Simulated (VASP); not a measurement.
Write the native input for VASP 6.6.1 that does the following.

```yaml
Task: single point
Functional: PBE
Potentials_or_basis: VASP PAW PBE potentials, release 64 (Na_pv, H)
Cutoff: 520 eV
k_mesh: 4 × 4 × 1
Occupations: gaussian, width 0.1 eV
Spin: no spin polarisation
Dipole_correction: yes
Further_INCAR_settings: ALGO = Normal; EDIFF = 1e-06; NBANDS = 40
```

The structure of Na4H lies in POSCAR:

```
Na4H
1.0
    7.2665057608      0.0000000000      0.0000000000
   -2.4221685869      6.8509273320      0.0000000000
    0.0000000000      0.0000000000     20.9665385532
Na H
8 2
Direct
    0.2500000000      0.2500000000      0.1907801800
    0.2500000000      0.7500000000      0.1907801800
    0.7500000000      0.2500000000      0.1907801800
    0.7500000000      0.7500000000      0.1907801800
    0.0000000000      0.0000000000      0.3322693699
    0.0000000000      0.5000000000      0.3322693699
    0.5000000000      0.0000000000      0.3322693699
    0.5000000000      0.5000000000      0.3322693699
   -0.0447257610      0.7500000000      0.3537321401
    0.0447257610      0.7500000000      0.3537321401
```

These files were run (other wordings do the same):

INCAR

```
SYSTEM = Na4H
PREC = Accurate
ENCUT = 520
EDIFF = 1E-6
ISMEAR = 0
SIGMA = 0.1
LREAL = .FALSE.
LASPH = .TRUE.
NELM = 80
ALGO = Normal
ISIF = 2
LWAVE = .FALSE.
LCHARG = .FALSE.
LDIPOL = .TRUE.
IDIPOL = 3
DIPOL = 0.5 0.5 0.280
GGA = PE
NBANDS = 40
```

KPOINTS

```
Automatic mesh
0
G
  4 4 1
  0 0 0
```

Potentials or basis: VASP PAW PBE potentials, release 64 (Na_pv, H).

Command:

```bash
$ cat potpaw_PBE.64/Na_pv/POTCAR potpaw_PBE.64/H/POTCAR > POTCAR
$ mpirun -np 1 vasp_std > vasp.out
```

Results of the run:

```json
{
 "Largest force": "5.371 eV/Å",
 "Band gap on the k mesh": "zero (bands 29 and 30 overlap by 0.56 eV)"
}
```

Run time: 9.2 min on 1 thread of Intel(R) Xeon(R) 6975P-C (Granite Rapids), on a shared host, peak memory 1.1 GiB.
